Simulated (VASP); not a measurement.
A run of VASP 6.6.1 is set up as follows.

The input INCAR:

```
SYSTEM = CdSe
PREC     = Accurate       ! precision mode
ENCUT    = 520            ! plane-wave cutoff, eV
EDIFF    = 1E-6           ! SCF threshold, eV
ISMEAR   = -1             ! smearing method
SIGMA    = 0.05           ! smearing width, eV
LREAL    = .FALSE.        ! projectors in reciprocal space
LASPH    = .TRUE.         ! aspherical terms in the spheres
NELM     = 100            ! most SCF steps
ALGO     = Normal         ! electronic algorithm
ISIF     = 2              ! what is computed and relaxed
LWAVE    = .FALSE.        ! write WAVECAR
LCHARG   = .TRUE.         ! write CHGCAR
GGA      = PS             ! functional
LELF     = .TRUE.         ! ELF
LVHAR    = .TRUE.       
NBANDS   = 16             ! bands
```

Contents of KPOINTS:

```
Automatic mesh
0
G
  12 12 12
  0 0 0
```

POSCAR

```
CdSe
1.0
    0.0000000000      2.7564613135      2.7564613135
    2.7564613135      0.0000000000      2.7564613135
    2.7564613135      2.7564613135      0.0000000000
Cd Se
1 1
Direct
    0.0000000000      0.0000000000      0.0000000000
    0.5000000000      0.5000000000      0.5000000000
```

Potentials or basis: VASP PAW PBE potentials, release 64 (Cd, Se).

The run is started by

```console
$ cat potpaw_PBE.64/Cd/POTCAR potpaw_PBE.64/Se/POTCAR > POTCAR
$ mpirun -np 1 vasp_std > vasp.out
```

**Question.** What does it give for the pressure?

**Answer.** 5.7 GPa.

**Question.** Predict the band gap on the k mesh.

**Answer.** Zero (band 9 reaches 3.32 eV, above the bottom of band 10 at 2.74 eV).

Caveat: the PAW data sets were made with another functional, which shifts forces and pressure a little.
